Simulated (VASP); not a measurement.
# AlN (Cmcm) in VASP: settings compared

AlN is run at these levels: PBEsol, r2SCAN+rVV10; tasks: single point, relaxation of cell and atoms.

All numbers are computed with VASP 6.6.1; they aren't measurements. Logs are shortened: lines on timing, memory, paths and dates and some standing lists are left out, and cuts for length are marked.

**1. The cell of the first run**

Symmetry: Cmcm, No. 63, orthorhombic system. The conventional cell has a = 2.746 Å, b = 11.047 Å, c = 2.758 Å, α = 90.00°, β = 90.00°, γ = 90.00°. Within 2.6 Å of Al (site symmetry m2m) lie 5 N at 1.95 to 2.09 Å. Within 2.6 Å of N (site symmetry m2m) lie 5 Al at 1.95 to 2.09 Å.

**2. Single point, PBEsol**

File INCAR:

```
ALGO = Normal ; EDIFF = 1E-6
ENCUT = 520 ; GGA = PS
ISIF = 2 ; ISMEAR = -1
LASPH = True ; LCHARG = False
LREAL = False ; LWAVE = False
NBANDS = 16 ; NELM = 80
PREC = Accurate ; SIGMA = 0.03
```

File KPOINTS:

```
k-points
0
Gamma
  8 8 6
```

File POSCAR:

```
AlN
1.0
    1.3730842995     -5.5234611932      0.0000000000
    1.3730842995      5.5234611932      0.0000000000
    0.0000000000      0.0000000000      2.7580670650
Al N
2 2
Direct
    0.3412131329      0.6587868671      0.7500000000
    0.6587868671      0.3412131329      0.2500000000
    0.8478795524      0.1521204476      0.2500000000
    0.1521204476      0.8478795524      0.7500000000
```

Potentials or basis: VASP PAW PBE potentials, release 64 (Al, N).

Started as:

```console
> cat potpaw_PBE.64/Al/POTCAR potpaw_PBE.64/N/POTCAR > POTCAR
> mpirun -np 1 vasp_std > vasp.out
```

OUTCAR:

```text
EDIFF = 1E-6
   ENCUT = 520
   GGA = PS
   ISIF = 2
   ISMEAR = -1
   LASPH = True
   LREAL = False
   NELM = 80
   PREC = Accurate

 ion  position               nearest neighbor table
   1  0.341  0.659  0.750-   3 1.95   3 1.95   3 1.95   3 1.95   4 2.09   2 2.80   2 2.80   2 2.80
                             2 2.80
   2  0.659  0.341  0.250-   4 1.95   4 1.95   4 1.95   4 1.95   3 2.09   1 2.80   1 2.80   1 2.80
                             1 2.80
   3  0.848  0.152  0.250-   1 1.95   1 1.95   1 1.95   1 1.95   2 2.09
   4  0.152  0.848  0.750-   2 1.95   2 1.95   2 1.95   2 1.95   1 2.09

  LATTYP: Found a base centered orthorhombic cell.
 ALAT       =     2.7461685990
 B/A-ratio  =     4.0226672137
 C/A-ratio  =     1.0043327515

  Lattice vectors:

 A1 = (   1.3730842995,  -5.5234611932,   0.0000000000)
 A2 = (   1.3730842995,   5.5234611932,   0.0000000000)
 A3 = (   0.0000000000,   0.0000000000,   2.7580670650)

Analysis of symmetry for initial positions (statically):
=====================================================================
 Subroutine PRICEL returns:
 Original cell was already a primitive cell.

 Routine SETGRP: Setting up the symmetry group for a
 base centered orthorhombic supercell.

 Subroutine GETGRP returns: Found  8 space group operations
 (whereof  4 operations were pure point group operations)
 out of a pool of  8 trial point group operations.

The static configuration has the point symmetry C_2h.
 The point group associated with its full space group is D_2h.

Analysis of symmetry for dynamics (positions and initial velocities):
=====================================================================
 Subroutine PRICEL returns:
 Original cell was already a primitive cell.

 Routine SETGRP: Setting up the symmetry group for a
 base centered orthorhombic supercell.

 Subroutine GETGRP returns: Found  8 space group operations
 (whereof  4 operations were pure point group operations)
 out of a pool of  8 trial point group operations.

The dynamic configuration has the point symmetry C_2h.
 The point group associated with its full space group is D_2h.

 Subroutine INISYM returns: Found  8 space group operations
 (whereof  4 operations are pure point group operations),
 and found     1 'primitive' translations

[... 96 lines left out ...]
   ENCUT  =  520.0 eV  38.22 Ry    6.18 a.u.  10.58 10.58  5.13*2*pi/ulx,y,z
   NELM   =     80;   NELMIN=  2; NELMDL= -5     # of ELM steps
   EDIFF  = 0.1E-05   stopping-criterion for ELM
   LREAL  =      F    real-space projection
   EDIFFG = 0.1E-04   stopping-criterion for IOM
   NSW    =      0    number of steps for IOM
   IBRION =     -1    ionic relax: 0-MD 1-quasi-New 2-CG
   NFREE  =      0    steps in history (QN), initial steepest desc. (CG)
   ISIF   =      2    stress and relaxation
   ISYM   =      2    0-nonsym 1-usesym 2-fastsym
   POTIM  = 0.5000    time-step for ionic-motion
   TEBEG  =    0.0;   TEEND  =   0.0 temperature during run
   PSTRESS=    0.0 pullay stress
   NELECT =      16.0000    total number of electrons
   NUPDOWN=      -1.0000    fix difference up-down
   EMIN   =  10.00;   EMAX   =-10.00  energy-range for DOS
   EFERMI =   0.00;   METHOD = LEGACY
   ISMEAR =    -1;   SIGMA  =   0.03  broadening in eV -4-tet -1-fermi 0-gaus
   EFERMI_NEDOS =   21; number of points for ismear=-14 and -15
   IALGO  =     38    algorithm
   IMIX   =      4    mixing-type and parameters
     AMIX     =   0.40;   BMIX     =  1.00
     AMIX_MAG =   1.60;   BMIX_MAG =  1.00
  volume/ion in A,a.u.               =      10.46        70.58
  Fermi-wavevector in a.u.,A,eV,Ry     =   1.188321  2.245601 19.212874  1.412106
  Thomas-Fermi vector in A             =   2.324453
   LORBIT       =      0    0 simple, 1 ext, 2 COOP (PROOUT), +10 PAW based schemes
   GGA     = PS    functional components
   LHFCALC =     F    Hartree Fock is set to
   AEXX    =    0.0000 exact exchange contribution
   IVDW    =     0    specifies the selected vdW correction
   LEPSILON=     F    determine dielectric tensor
   LRPA    =     F    only Hartree local field effects (RPA)
 non-spin polarized calculation
  energy-cutoff  :      520.00
  volume of cell :       41.84
 maximum number of plane-waves:      1144
   NGX = 21   NGY = 21   NGZ = 11

 number of electron      16.0000003 magnetization

 Free energy of the ion-electron system (eV)
  ---------------------------------------------------
  ext. energy  EPLUGINS =         0.00000000
  ---------------------------------------------------
  free energy    TOTEN  =       -29.60722649 eV

  energy without entropy =      -29.60722649  energy(sigma->0) =      -29.60722649

 E-fermi :   7.2666     XC(G=0): -10.9610

 val. band max:        6.5956503350   @ k =   0.1250   0.1250   0.1667
 cond. band min:       9.3721616228   @ k =   0.0000   0.0000   0.0000
 fundamental gap:      2.7765112878
 Fermi energy:         7.2666044712

 k-point     1 :       0.0000    0.0000    0.0000
  band No.  band energies     occupation
      1      -9.9336      2.00000
      2      -7.5863      2.00000
      3       0.6835      2.00000
      4       5.1146      2.00000
      5       5.2540      2.00000
      6       5.7600      2.00000
[... 433 lines left out ...]
      3       1.7753      2.00000
      4       2.0682      2.00000
      5       3.2017      2.00000
      6       3.5701      2.00000
[... 8 lines left out ...]
     15      19.1965      0.00000
     16      19.6783      0.00000

 [... further k-points ...]

------------------------ aborting loop because EDIFF is reached ----------------------------------------

  FORCE on cell =-STRESS in cart. coord.  units (eV):
  Direction    XX          YY          ZZ          XY          YZ          ZX
  --------------------------------------------------------------------------------------
  -------------------------------------------------------------------------------------
  Total       -0.0081370      0.0047068     -0.0063051      0.0000000      0.0000000      0.0000000
  in kB       -0.3116240      0.1802555     -0.2414661      0.0000000      0.0000000      0.0000000
  external PRESSURE =      -0.1242782 kB  Pullay stress =       0.0000000 kB

 VOLUME and BASIS-vectors are now :
 -----------------------------------------------------------------------------
  energy-cutoff  :      520.00
  volume of cell :       41.84
      direct lattice vectors                 reciprocal lattice vectors
     1.373084300 -5.523461193  0.000000000     0.364143702 -0.090522950  0.000000000
     1.373084300  5.523461193  0.000000000     0.364143702  0.090522950  0.000000000
     0.000000000  0.000000000  2.758067065     0.000000000  0.000000000  0.362572764

 POSITION                                       TOTAL-FORCE (eV/Angst)
 -----------------------------------------------------------------------------------
      1.37308      1.75411      2.06855         0.000000     -0.002579     -0.000000
      1.37308     -1.75411      0.68952         0.000000      0.002579     -0.000000
      1.37308     -3.84300      0.68952         0.000000     -0.007200      0.000000
      1.37308      3.84300      2.06855         0.000000      0.007200      0.000000
 -----------------------------------------------------------------------------------
    total drift:                                0.000000     -0.000000      0.000000

  FREE ENERGIE OF THE ION-ELECTRON SYSTEM (eV)
  ---------------------------------------------------
  free  energy   TOTEN  =       -29.6072264883 eV

  energy  without entropy=      -29.6072264883  energy(sigma->0) =      -29.60722649
```

stdout:

```text
POSCAR found type information on POSCAR AlN
 POSCAR found :  2 types and       4 ions
 scaLAPACK will be used
 -----------------------------------------------------------------------------
|                                                                             |
|                                                                             |
|     You enforced a specific xc type in the INCAR file but a different       |
|     I HOPE YOU KNOW WHAT YOU ARE DOING!                                     |
|                                                                             |
 -----------------------------------------------------------------------------

 LDA part: xc-table for (Slater+PW92), standard interpolation
 POSCAR, INCAR and KPOINTS ok, starting setup
 FFT: planning ... GRIDC
 FFT: planning ... GRID_SOFT
 FFT: planning ... GRID
 WAVECAR not read
 entering main loop
```

Wall time 1.7 min (1 thread of Intel Xeon 8259CL, shared host); peak memory 0.21 GiB.

Results:

| Item | Value |
| --- | --- |
| Free energy | -29.6072 eV |
| Pressure | 0.0 GPa |
| Largest force | 0.007 eV/Å |
| Band gap on the k mesh | 2.78 eV (least direct gap 3.00 eV) |

Forces in eV/Å, atoms in the order of the input:
```
Al   0.000 -0.003  0.000
Al   0.000  0.003  0.000
N    0.000 -0.007  0.000
N    0.000  0.007  0.000
```

Caveat: the PAW data sets were made with another functional, which shifts forces and pressure a little.

**3. Single point, r2SCAN+rVV10**

This run uses another cell than the first one, of 10.32 Å³/atom.

File POSCAR:

```
AlN
1.0
    1.3680186674     -5.4890516601      0.0000000000
    1.3680186674      5.4890516601      0.0000000000
    0.0000000000      0.0000000000      2.7481311771
Al N
2 2
Direct
    0.3417983732      0.6582016268      0.7500000000
    0.6582016268      0.3417983732      0.2500000000
    0.8482636532      0.1517363468      0.2500000000
    0.1517363468      0.8482636532      0.7500000000
```

File INCAR.step1:

```
SYSTEM = AlN
  PREC = Accurate
  ENCUT = 520
  ISMEAR = -1
  SIGMA = 0.03
  LREAL = .FALSE.
  LASPH = .TRUE.
  NELM = 80
  NBANDS = 16
  GGA = PE
  ALGO = Normal
  EDIFF = 1E-4
  LWAVE = .TRUE.
  LCHARG = .FALSE.
```

File INCAR.step2:

```
SYSTEM = AlN
  PREC = Accurate
  ENCUT = 520
  EDIFF = 1E-6
  ISMEAR = -1
  SIGMA = 0.03
  LREAL = .FALSE.
  LASPH = .TRUE.
  NELM = 80
  ALGO = Normal
  ISIF = 2
  LWAVE = .FALSE.
  LCHARG = .FALSE.
  METAGGA = R2SCAN
  LMIXTAU = .TRUE.
  LUSE_VDW = .TRUE.
  IVDW_NL = 2
  BPARAM = 11.95
  CPARAM = 0.0093
  NBANDS = 16
  ISTART = 1
```

File KPOINTS:

```
regular mesh
0
G
  8 8 8
  0 0 0
```

Potentials or basis: VASP PAW PBE potentials, release 64 (Al, N).

Started as:

```console
> cat potpaw_PBE.64/Al/POTCAR potpaw_PBE.64/N/POTCAR > POTCAR
> cp INCAR.step1 INCAR
> mpirun -np 1 vasp_std > vasp.out
> cp INCAR.step2 INCAR
> mpirun -np 1 vasp_std > vasp.out
```

It took 9.6 min on 1 thread of Intel Xeon 8259CL, shared host; peak memory 0.36 GiB.

It converged, with:

```yaml
Free_energy: -36.1702 eV
Pressure: -0.4 GPa
Largest_force: 0.027 eV/Å
Band_gap_on_the_k_mesh: 3.39 eV (least direct gap 3.58 eV)
```

Forces on the atoms (eV/Å):
```
Al   0.000  0.027  0.000
Al   0.000 -0.027  0.000
N    0.000 -0.014  0.000
N    0.000  0.014  0.000
```

Stress tensor (GPa, compression positive):
```
-0.51  0.00  0.00
 0.00 -0.32  0.00
 0.00  0.00 -0.47
```

Levels at points of the mesh, in eV from the valence-band top:
```csv
k point,band 5,band 6,band 7,band 8,band 9,band 10,band 11,band 12
"(0.00, 0.00, 0.00)",-1.34,-0.80,-0.20,-0.18,3.39,7.76,8.33,10.94
"(0.50, 0.00, 0.00)",-2.26,-1.66,-0.44,-0.39,4.03,7.77,10.23,10.62
"(0.50, 0.50, 0.00)",-1.43,-1.40,-0.27,-0.11,5.77,7.22,7.91,9.16
"(0.00, 0.00, 0.50)",-2.39,-2.39,-0.36,-0.36,6.45,6.45,9.50,9.50
"(0.50, 0.00, 0.50)",-4.33,-4.33,-1.27,-1.27,5.07,5.07,7.88,7.88
"(0.50, 0.50, 0.50)",-1.64,-1.64,-0.36,-0.36,4.89,4.89,11.12,11.12
```

Caveat: the PAW data sets were made with another functional, which shifts forces and pressure a little. A k mesh can miss the band edges.

[end of part 1 of 2]
